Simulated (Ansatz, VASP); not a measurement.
**SnSe in VASP and in Ansatz**

```xyz
2
Lattice="-0.0317 3.1463 3.1422 2.8933 0.0705 3.0400 2.9226 3.0734 0.0411" Properties=species:S:1:pos:R:3 pbc="T T T"
Sn    2.9666    0.3207    2.9253
Se    2.9370    3.1306    3.2012
```

Alike in both runs: task single point; functional PBEsol; k mesh 4 × 4 × 4; no spin polarisation.

```csv
,VASP,Ansatz
version,VASP 6.6.1,Ansatz 0.2.0
potentials or method,"VASP PAW PBE potentials, release 64 (Sn_d, Se), cutoff 500 eV","plane waves, PAW"
occupations,"gaussian, width 0.01 eV",fixed
valence electrons in the cell,20,30
```

|  | VASP | Ansatz | Ansatz less VASP |
| --- | --- | --- | --- |
| pressure (GPa) | -2.0 | -2.0 | -0.03 |
| traceless stress, the component that is largest in VASP (GPa) | 2.72 | 2.72 | -0.005 |
| rms of the force components (eV/Å) | 0.088 | 0.084 | -0.0042 |

VASP's potentials were made for PBE, not for PBEsol. Atom by atom the forces differ by 0.004 eV/Å (rms over components). VASP's potentials hold 20 valence electrons a cell and Ansatz's 30, so a difference there can come from the potentials and not from the codes. Ansatz's warnings: stress scf threshold loose.

The k mesh is coarse, so the values compare programs but aren't converged.
